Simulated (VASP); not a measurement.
Ge3W2:

```
CELL_PARAMETERS angstrom
3.85150 0.00000 0.00000
0.00000 3.85150 0.00000
0.00000 0.00000 5.67279
ATOMIC_POSITIONS crystal
Ge 0.50000 0.00000 0.99346
Ge 0.00000 0.50000 0.99346
Ge 0.00000 0.00000 0.27214
W 0.00000 0.00000 0.72113
W 0.50000 0.50000 0.28981
```

- Program: VASP 6.6.1
- Task: relaxation of cell and atoms
- Functional: PBE
- Potentials or basis: VASP PAW PBE potentials, release 64 (Ge_d, W_sv)
- Cutoff: 600 eV
- k mesh: 4 × 4 × 4
- Occupations: gaussian, width 0.1 eV
- Spin: no spin polarisation

At the start: pressure 20.3 GPa; volume 16.83 Å³/atom.

**Question.** How do energy, volume and symmetry change on relaxing?

**Answer.** Over 32 steps the energy falls by 603.4 meV/atom and the volume is 18.57 Å³/atom (+10.4 %); space group P4mm (No. 99, to 0.05 Å).

Step by step:
```
step  energy change (eV)  largest force (eV/Å)  pressure (GPa)  volume (Å³)
   1              0.0000                3.8335           20.30        84.15
   2              0.0696                1.2406          -18.94       112.80
   3             -1.2055                2.0452           -6.86        96.47
   4             -1.2113                2.1244           -5.72        95.66
   5             -1.9067                0.6851           -4.46        92.02
   6             -2.0676                2.0360           -2.10        89.82
   7             -2.1436                1.0256            5.42        85.48
   8             -2.2269                0.9639            1.53        87.29
   9             -2.2930                0.9698           -0.15        88.79
  10             -2.3844                1.2495           -4.08        93.26
  11             -2.4095                1.2390           -3.62        93.28
  12             -2.4765                1.2351           -2.51        93.33
  13             -2.5749                1.3944           -0.03        93.42
  14             -2.3081                3.6855            6.87        93.59
  15             -2.5887                1.5073            0.87        93.45
  16             -2.6527                1.3354            1.07        93.66
  17             -2.7479                1.8754            1.77        94.19
  18             -2.8630                1.5154           -0.12        94.87
  19             -2.9476                0.8910           -3.06        96.07
  20             -2.9834                0.7413           -1.58        94.77
  21             -3.0023                0.5537            0.32        93.24
  22             -3.0028                0.5131            0.66        92.93
  23             -3.0097                0.2958            0.18        93.05
  24             -3.0126                0.0462           -0.40        93.20
  25             -3.0151                0.0902           -0.14        92.96
  26             -3.0159                0.1584            0.31        92.64
  27             -3.0160                0.1463            0.28        92.70
  28             -3.0167                0.0966            0.05        92.84
  29             -3.0169                0.0562           -0.05        92.95
  30             -3.0169                0.0494           -0.16        92.97
  31             -3.0169                0.0532           -0.12        92.96
  32             -3.0171                0.0148           -0.04        92.87
```

Final structure:
```yaml
crystal:
  lattice:
    - [3.56172, 0.00000, 0.00000]
    - [0.00000, 3.56172, 0.00000]
    - [0.00000, 0.00000, 7.32073]
  atoms:
    - { symbol: Ge, position: [0.50000, 0.00000, 0.96865] }
    - { symbol: Ge, position: [0.00000, 0.50000, 0.96865] }
    - { symbol: Ge, position: [0.00000, 0.00000, 0.37331] }
    - { symbol: W, position: [0.00000, 0.00000, 0.71732] }
    - { symbol: W, position: [0.50000, 0.50000, 0.24208] }
```

Caveat: the k points lie up to 0.44 Å⁻¹ apart in the final cell.
